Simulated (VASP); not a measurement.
# Cd (P-1) in VASP: single point with PBEsol

Aim: the single point of Cd with PBEsol.

All numbers are computed with VASP 6.6.1; they aren't measurements. Logs are shortened: lines on timing, memory, paths and dates and some standing lists are left out, and cuts for length are marked.

## Step 1: The cell of the first run

The typed cell holds 2 atoms: a = 2.980 Å, b = 2.940 Å, c = 5.619 Å, α = 89.36°, β = 88.27°, γ = 118.70°.

## Step 2: Single point, PBEsol (equal xy, yz and zx shear strains of +3 %)

INCAR

```
PREC = Accurate
ENCUT = 520
EDIFF = 1E-6
ISMEAR = -1
SIGMA = 0.05
LREAL = False
LASPH = True
NELM = 60
ALGO = Normal
ISIF = 2
LWAVE = False
LCHARG = True
GGA = PS
LELF = True
LVHAR = True
NBANDS = 19
```

KPOINTS

```
Automatic mesh
0
Gamma
  14 14 7
```

POSCAR

```
Cd
1.0
    2.9788725081      0.0446830876      0.0446830876
   -1.4507395650      2.5574377228      0.0163551452
    0.0842647500      0.0842647500      5.6176500000
Cd
2
Direct
    0.3333333333      0.6666666667      0.2500000000
    0.6666666667      0.3333333333      0.7500000000
```

Potentials or basis: VASP PAW PBE potentials, release 64 (Cd).

The run is started by

```
> cat potpaw_PBE.64/Cd/POTCAR > POTCAR
> mpirun -np 1 vasp_std > vasp.out
```

OUTCAR:

```text
PREC = Accurate
   ENCUT = 520
   EDIFF = 1E-6
   ISMEAR = -1
   LREAL = False
   LASPH = True
   NELM = 60
   ISIF = 2
   GGA = PS

 ion  position               nearest neighbor table
   1  0.333  0.667  0.250-   2 3.25   2 3.25   2 3.27   2 3.30   2 3.34   2 3.37
   2  0.667  0.333  0.750-   1 3.25   1 3.25   1 3.27   1 3.30   1 3.34   1 3.37

  LATTYP: Found a triclinic cell.
 ALAT       =     2.9403061885
 B/A-ratio  =     2.5553555178
 C/A-ratio  =     1.0133443553
 COS(alpha) =     0.0018423703
 COS(beta)  =     0.4801591939
 COS(gamma) =     0.5838793549

  Lattice vectors:

 A1 = (  -1.4507395650,   2.5574377228,   0.0163551452)
 A2 = (  -0.0068713719,   5.0752937832,  -5.5402566220)
 A3 = (  -2.9788725081,  -0.0446830876,  -0.0446830876)

Analysis of symmetry for initial positions (statically):
=====================================================================
 Subroutine PRICEL returns:
 Original cell was already a primitive cell.

 Routine SETGRP: Setting up the symmetry group for a
 triclinic supercell.

 Subroutine GETGRP returns: Found  2 space group operations
 (whereof  2 operations were pure point group operations)
 out of a pool of  2 trial point group operations.

The static configuration has the point symmetry S_2 .

Analysis of symmetry for dynamics (positions and initial velocities):
=====================================================================
 Subroutine PRICEL returns:
 Original cell was already a primitive cell.

 Routine SETGRP: Setting up the symmetry group for a
 triclinic supercell.

 Subroutine GETGRP returns: Found  2 space group operations
 (whereof  2 operations were pure point group operations)
 out of a pool of  2 trial point group operations.

The dynamic configuration has the point symmetry S_2 .

 Subroutine INISYM returns: Found  2 space group operations
 (whereof  2 operations are pure point group operations),
 and found     1 'primitive' translations

----------------------------------------------------------------------------------------

                                     Primitive cell

  volume of cell :      43.1419

  direct lattice vectors                    reciprocal lattice vectors
     2.978872508  0.044683088  0.044683088     0.332980847  0.188937751 -0.007828779
    -1.450739565  2.557437723  0.016355145    -0.005731064  0.387801995 -0.005731064
     0.084264750  0.084264750  5.617650000    -0.002631862 -0.002631862  0.178089334

  length of vectors
     2.979542679  2.940306189  5.618913829     0.382929508  0.387886681  0.178128224

  position of ions in fractional coordinates (direct lattice)
     0.333333333  0.666666667  0.250000000
     0.666666667  0.333333333  0.750000000

  ion indices of the primitive-cell ions
   primitive index   ion index
                 1           1
                 2           2

----------------------------------------------------------------------------------------

 KPOINTS: Automatic mesh

Automatic generation of k-mesh.
 Grid dimensions read from file:
 generate k-points for:   14   14    7

 Generating k-lattice:

  Cartesian coordinates                     Fractional coordinates (reciprocal lattice)
     0.023784346  0.013495554 -0.000559198     0.071428571  0.000000000 -0.000000000
    -0.000409362  0.027700143 -0.000409362    -0.000000000  0.071428571  0.000000000
    -0.000375980 -0.000375980  0.025441333     0.000000000 -0.000000000  0.142857143

  Length of vectors
     0.027352108  0.027706192  0.025446889

  Shift w.r.t. Gamma in fractional coordinates (k-lattice)
     0.000000000  0.000000000  0.000000000

 Subroutine IBZKPT returns following result:
 ===========================================

 Found    688 irreducible k-points:

 Following reciprocal coordinates:
            Coordinates               Weight
  0.000000  0.000000  0.000000      1.000000
  0.071429  0.000000  0.000000      2.000000
  0.142857  0.000000 -0.000000      2.000000
  0.214286  0.000000  0.000000      2.000000
  0.285714  0.000000  0.000000      2.000000
  0.357143  0.000000  0.000000      2.000000
[... 16 lines left out ...]
  0.000000  0.142857 -0.000000      2.000000
  0.071429  0.142857 -0.000000      2.000000
 [... further k-points ...]
   k-points           NKPTS =    688   k-points in BZ     NKDIM =    688   number of bands    NBANDS=     19
   number of dos      NEDOS =    301   number of ions     NIONS =      2
   total plane-waves  NPLWV =  24192
   dimension x,y,z NGX =    24 NGY =   24 NGZ =   42
   dimension x,y,z NGXF=    48 NGYF=   48 NGZF=   84
   ions per type =               2
   NGX,Y,Z   is equivalent  to a cutoff of  13.39, 13.57, 12.43 a.u.
   NGXF,Y,Z  is equivalent  to a cutoff of  26.78, 27.14, 24.85 a.u.
 SYSTEM =  unknown system
   PREC   = accura    normal or accurate (medium, high low for compatibility)
   ISTART =      0    job   : 0-new  1-cont  2-samecut
   ICHARG =      2    charge: 1-file 2-atom 10-const
   ISPIN  =      1    spin polarized calculation?
   LNONCOLLINEAR =      F non collinear calculations
   LSORBIT =      F    spin-orbit coupling
   LASPH  =      T    aspherical Exc in radial PAW
   ENCUT  =  520.0 eV  38.22 Ry    6.18 a.u.   5.54  5.47 10.45*2*pi/ulx,y,z
   NELM   =     60;   NELMIN=  2; NELMDL= -5     # of ELM steps
   EDIFF  = 0.1E-05   stopping-criterion for ELM
   LREAL  =      F    real-space projection
   EDIFFG = 0.1E-04   stopping-criterion for IOM
   NSW    =      0    number of steps for IOM
   IBRION =     -1    ionic relax: 0-MD 1-quasi-New 2-CG
   NFREE  =      0    steps in history (QN), initial steepest desc. (CG)
   ISIF   =      2    stress and relaxation
   ISYM   =      2    0-nonsym 1-usesym 2-fastsym
   POTIM  = 0.5000    time-step for ionic-motion
   TEBEG  =    0.0;   TEEND  =   0.0 temperature during run
   PSTRESS=    0.0 pullay stress
   NELECT =      24.0000    total number of electrons
   NUPDOWN=      -1.0000    fix difference up-down
   EMIN   =  10.00;   EMAX   =-10.00  energy-range for DOS
   EFERMI =   0.00;   METHOD = LEGACY
   ISMEAR =    -1;   SIGMA  =   0.05  broadening in eV -4-tet -1-fermi 0-gaus
   EFERMI_NEDOS =   21; number of points for ismear=-14 and -15
   IALGO  =     38    algorithm
   IMIX   =      4    mixing-type and parameters
     AMIX     =   0.40;   BMIX     =  1.00
     AMIX_MAG =   1.60;   BMIX_MAG =  1.00
  volume/ion in A,a.u.               =      21.57       145.57
  Fermi-wavevector in a.u.,A,eV,Ry     =   1.346415  2.544356 24.665098  1.812834
  Thomas-Fermi vector in A             =   2.474249
   LORBIT       =      0    0 simple, 1 ext, 2 COOP (PROOUT), +10 PAW based schemes
   GGA     = PS    functional components
   LHFCALC =     F    Hartree Fock is set to
   AEXX    =    0.0000 exact exchange contribution
   IVDW    =     0    specifies the selected vdW correction
   LEPSILON=     F    determine dielectric tensor
   LRPA    =     F    only Hartree local field effects (RPA)
 non-spin polarized calculation
  energy-cutoff  :      520.00
  volume of cell :       43.14
 maximum number of plane-waves:      1187
 NGX is ok and might be reduce to    24
   NGX = 11   NGY = 11   NGZ = 21

 number of electron      23.9999998 magnetization

 Free energy of the ion-electron system (eV)
  ---------------------------------------------------
  ext. energy  EPLUGINS =         0.00000000
  ---------------------------------------------------
  free energy    TOTEN  =        -2.38664781 eV

  energy without entropy =       -2.38146103  energy(sigma->0) =       -2.38405442

 E-fermi :   2.7907     XC(G=0): -11.2125

 val. band max:        2.7903013667   @ k =   0.3571   0.4286   0.1429
 cond. band min:       2.7928784485   @ k =   0.2143   0.3571  -0.0000
 fundamental gap:      0.0025770818
 Fermi energy:         2.7907310846

 k-point     1 :       0.0000    0.0000    0.0000
  band No.  band energies     occupation
      1      -7.0452      2.00000
      2      -6.7815      2.00000
      3      -6.4796      2.00000
      4      -6.4258      2.00000
      5      -6.3087      2.00000
      6      -6.2608      2.00000
[... 11 lines left out ...]
     18      18.1430      0.00000
     19      18.2992      0.00000

 k-point     2 :       0.0714    0.0000    0.0000
  band No.  band energies     occupation
      1      -6.9973      2.00000
      2      -6.7369      2.00000
      3      -6.4896      2.00000
      4      -6.4323      2.00000
      5      -6.2688      2.00000
      6      -6.2229      2.00000
[... 11 lines left out ...]
     18      17.6680      0.00000
     19      18.6737      0.00000

 k-point     3 :       0.1429    0.0000   -0.0000
  band No.  band energies     occupation
      1      -6.9051      2.00000
      2      -6.6686      2.00000
      3      -6.5244      2.00000
      4      -6.3985      2.00000
      5      -6.1489      2.00000
      6      -6.1077      2.00000
[... 11 lines left out ...]
     18      17.0467      0.00000
     19      17.5183      0.00000

 k-point     4 :       0.2143    0.0000    0.0000
  band No.  band energies     occupation
      1      -6.9123      2.00000
      2      -6.6890      2.00000
      3      -6.4694      2.00000
      4      -6.2750      2.00000
      5      -6.2253      2.00000
      6      -5.9918      2.00000
[... 11 lines left out ...]
     18      15.6381      0.00000
     19      16.6493      0.00000

 k-point     5 :       0.2857    0.0000    0.0000
  band No.  band energies     occupation
      1      -7.0067      2.00000
      2      -6.7987      2.00000
      3      -6.4716      2.00000
      4      -6.3149      2.00000
      5      -6.1279      2.00000
      6      -6.0441      2.00000
[... 11 lines left out ...]
     18      16.0738      0.00000
     19      16.3446      0.00000
[... 334 lines left out ...]
      2      -6.6598      2.00000
      3      -6.4699      2.00000
      4      -6.4048      2.00000
      5      -6.2274      2.00000
      6      -6.2044      2.00000
[... 11 lines left out ...]
     18      17.9277      0.00000
     19      17.9926      0.00000

 k-point    22 :      -0.0714    0.0714   -0.0000
  band No.  band energies     occupation
      1      -6.9863      2.00000
      2      -6.7221      2.00000
      3      -6.4352      2.00000
      4      -6.3826      2.00000
      5      -6.3281      2.00000
      6      -6.2788      2.00000
[... 11 lines left out ...]
     18      17.6706      0.00000
     19      18.6993      0.00000

 k-point    23 :       0.0000    0.1429   -0.0000
  band No.  band energies     occupation
      1      -6.8718      2.00000
      2      -6.6347      2.00000
      3      -6.4845      2.00000
      4      -6.3913      2.00000
      5      -6.1935      2.00000
      6      -6.1549      2.00000
[... 11 lines left out ...]
     18      17.0061      0.00000
     19      17.6865      0.00000

 k-point    24 :       0.0714    0.1429   -0.0000
  band No.  band energies     occupation
      1      -6.7952      2.00000
      2      -6.6075      2.00000
      3      -6.5237      2.00000
      4      -6.4121      2.00000
      5      -6.1263      2.00000
      6      -6.0861      2.00000
[... 11 lines left out ...]
     18      16.7019      0.00000
     19      16.8605      0.00000

 [... further k-points ...]

------------------------ aborting loop because EDIFF is reached ----------------------------------------

  FORCE on cell =-STRESS in cart. coord.  units (eV):
  Direction    XX          YY          ZZ          XY          YZ          ZX
  --------------------------------------------------------------------------------------
  -------------------------------------------------------------------------------------
  Total       -0.1496707     -0.2537142     -0.2848728     -0.0746138     -0.0472814     -0.0114251
  in kB       -5.5583832     -9.4222908    -10.5794402     -2.7709660     -1.7559077     -0.4242980
  external PRESSURE =      -8.5200381 kB  Pullay stress =       0.0000000 kB

 VOLUME and BASIS-vectors are now :
 -----------------------------------------------------------------------------
  energy-cutoff  :      520.00
  volume of cell :       43.14
      direct lattice vectors                 reciprocal lattice vectors
     2.978872508  0.044683088  0.044683088     0.332980847  0.188937751 -0.007828779
    -1.450739565  2.557437723  0.016355145    -0.005731064  0.387801995 -0.005731064
     0.084264750  0.084264750  5.617650000    -0.002631862 -0.002631862  0.178089334

 POSITION                                       TOTAL-FORCE (eV/Angst)
 -----------------------------------------------------------------------------------
      0.04686      1.74092      1.43021         0.018593      0.004102      0.000134
      1.56553      0.94547      4.24848        -0.018593     -0.004102     -0.000134
 -----------------------------------------------------------------------------------
    total drift:                               -0.000000      0.000000     -0.000000

  FREE ENERGIE OF THE ION-ELECTRON SYSTEM (eV)
  ---------------------------------------------------
  free  energy   TOTEN  =        -2.3866478050 eV

  energy  without entropy=       -2.3814610301  energy(sigma->0) =       -2.38405442
```

Wall time 2.3 min (1 thread of Intel Xeon 6975P-C (Granite Rapids), shared host); peak memory 0.53 GiB.

What came out:

| Quantity | Value |
| --- | --- |
| Free energy | -2.3866 eV |
| Pressure | -0.9 GPa |
| Largest force | 0.019 eV/Å |
| Band gap on the k mesh | zero (bands 12 and 13 overlap by 4.47 eV) |

Forces in eV/Å, atoms in the order of the input:
```
Cd   0.019  0.004  0.000
Cd  -0.019 -0.004  0.000
```

Caveat: the cell differs from its parent crystal (equal xy, yz and zx shear strains of +3 %); the PAW data sets were made with another functional, which shifts forces and pressure a little.
